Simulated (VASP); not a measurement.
AlCl5: single point with PBE

AlCl5:

```
Al Cl
1.0
     6.17154    0.00000    0.00000
     0.00000    6.17154    0.00000
     0.00000    0.00000    4.74358
Al Cl
1 5
Cartesian
  0.0000 0.0000 4.1034
  1.8565 0.0000 3.7278
  4.3150 0.0000 3.7278
  0.0000 1.8565 3.7278
  0.0000 4.3150 3.7278
  3.0858 3.0858 0.4871
```

- Program: VASP 6.6.1
- Task: single point
- Functional: PBE
- Potentials or basis: VASP PAW PBE potentials, release 64 (Al, Cl)
- Cutoff: 520 eV
- k mesh: 4 × 4 × 4
- Occupations: gaussian, width 0.1 eV
- Spin: no spin polarisation
- Dipole correction: no
- Further INCAR settings: ALGO = Normal; EDIFF = 1e-06; NBANDS = 28

The pressure is 21.1 GPa. The largest force is 5.927 eV/Å and the band gap on the k mesh is zero (band 19 reaches -0.38 eV, above the bottom of band 20 at -0.46 eV).

Forces on the atoms (eV/Å):
```
Al   0.000  0.000  3.403
Cl   5.863  0.000 -0.866
Cl  -5.863  0.000 -0.866
Cl   0.000  5.863 -0.866
Cl   0.000 -5.863 -0.866
Cl   0.000  0.000  0.062
```

Stress tensor (GPa, compression positive):
```
31.03  0.00  0.00
 0.00 31.03  0.00
 0.00  0.00  1.25
```

Levels at points of the mesh, in eV from the Fermi level:
| k point | band 16 | band 17 | band 18 | band 19 | band 20 | band 21 | band 22 | band 23 |
| --- | --- | --- | --- | --- | --- | --- | --- | --- |
| (0.00, 0.00, 0.00) | -1.38 | -0.08 | 0.03 | 0.03 | 0.41 | 3.14 | 5.72 | 6.25 |
| (0.50, 0.00, 0.00) | -0.56 | -0.51 | -0.31 | -0.03 | 0.01 | 3.46 | 6.38 | 6.57 |
| (0.50, 0.50, 0.00) | -0.96 | -0.14 | -0.14 | -0.06 | 0.33 | 3.68 | 6.84 | 6.84 |
| (0.00, 0.00, 0.50) | -1.32 | -0.35 | -0.05 | -0.05 | 0.42 | 3.61 | 6.43 | 7.52 |
| (0.50, 0.00, 0.50) | -0.55 | -0.46 | -0.22 | -0.21 | -0.05 | 4.12 | 7.49 | 7.82 |
| (0.50, 0.50, 0.50) | -0.94 | -0.29 | -0.11 | -0.11 | 0.33 | 4.55 | 7.18 | 8.07 |

It took 110 s on 1 thread of Intel Xeon 6975P-C, on a shared host, peak memory 0.28 GiB.

Caveat: forces of over 1 eV/Å act on the atoms, so gaps and moduli don't describe the material at rest.
